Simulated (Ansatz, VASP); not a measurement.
## PbI2: VASP beside Ansatz

Contents of INCAR:

```
SYSTEM = PbI2
PREC     = Accurate       ! precision mode
ENCUT    = 500            ! plane-wave cutoff, eV
EDIFF    = 1E-6           ! SCF threshold, eV
ISMEAR   = 0              ! smearing method
SIGMA    = 0.05           ! smearing width, eV
LREAL    = .FALSE.        ! projectors in reciprocal space
LASPH    = .TRUE.         ! aspherical terms in the spheres
NELM     = 120            ! most SCF steps
ALGO     = Normal         ! electronic algorithm
ISIF     = 2              ! what is computed and relaxed
LWAVE    = .FALSE.        ! write WAVECAR
LCHARG   = .FALSE.        ! write CHGCAR
NBANDS   = 21             ! bands
GGA_COMPAT= .FALSE.
```

File KPOINTS:

```
Automatic mesh
0
G
  9 9 6
  0 0 0
```

Contents of POSCAR:

```
PbI2
1.0
    4.5550018558      0.0000000000      0.0000000000
   -2.2775009279      3.9447473214      0.0000000000
    0.0000000000      0.0000000000      6.9770000000
Pb I
1 2
Direct
    0.0000000000      0.0000000000      0.0000000000
    0.3333333333      0.6666666667      0.2650000000
    0.6666666667      0.3333333333      0.7350000000
```

Input for Ansatz:

```yaml
crystal:
  lattice:
    - [4.5550018558, 0.0, 0.0]
    - [-2.2775009279, 3.9447473214, 0.0]
    - [0.0, 0.0, 6.977]
  atoms:
    - { symbol: Pb, position: [0.0, 0.0, 0.0] }
    - { symbol: I, position: [0.3333333333, 0.6666666667, 0.265] }
    - { symbol: I, position: [0.6666666667, 0.3333333333, 0.735] }
basis:
  ecutwfc: 420
kpoints:
  mp_grid: { grid: [9, 9, 6] }
hamiltonian:
  xc: lda
scf:
  occupations: { method: gaussian, width: 0.05 }
output:
  forces: true
  stress: true
  eigenvalues: true
```

Alike in both runs: task single point; functional LDA; k mesh 9 × 9 × 6; occupations gaussian, width 0.05 eV; no spin polarisation.

```csv
,VASP,Ansatz
version,VASP 6.6.1,Ansatz 0.2.0
potentials or method,"VASP PAW LDA potentials, release 64 (Pb_d, I), cutoff 500 eV","scalar-relativistic, plane waves, PAW"
valence electrons in the cell,28,48
```

```tsv
	VASP	Ansatz	Ansatz less VASP
gap on the k mesh at the Fermi level (eV)	2.03	2.04	+0.008
least direct gap on the mesh (eV)	2.03	2.04	+0.008
pressure (GPa)	-1.0	-1.1	-0.05
traceless stress, the component that is largest in VASP (GPa)	0.05	0.05	+0.002
rms of the force components (eV/Å)	0.027	0.033	+0.0059
```

LDA's correlation is that of Perdew and Zunger in VASP and of Perdew and Wang (1992) in Ansatz. Atom by atom the forces differ by 0.006 eV/Å (rms over components). VASP's potentials hold 28 valence electrons a cell and Ansatz's 48, so a difference there can come from the potentials and not from the codes.

Neither program's run includes spin-orbit coupling.
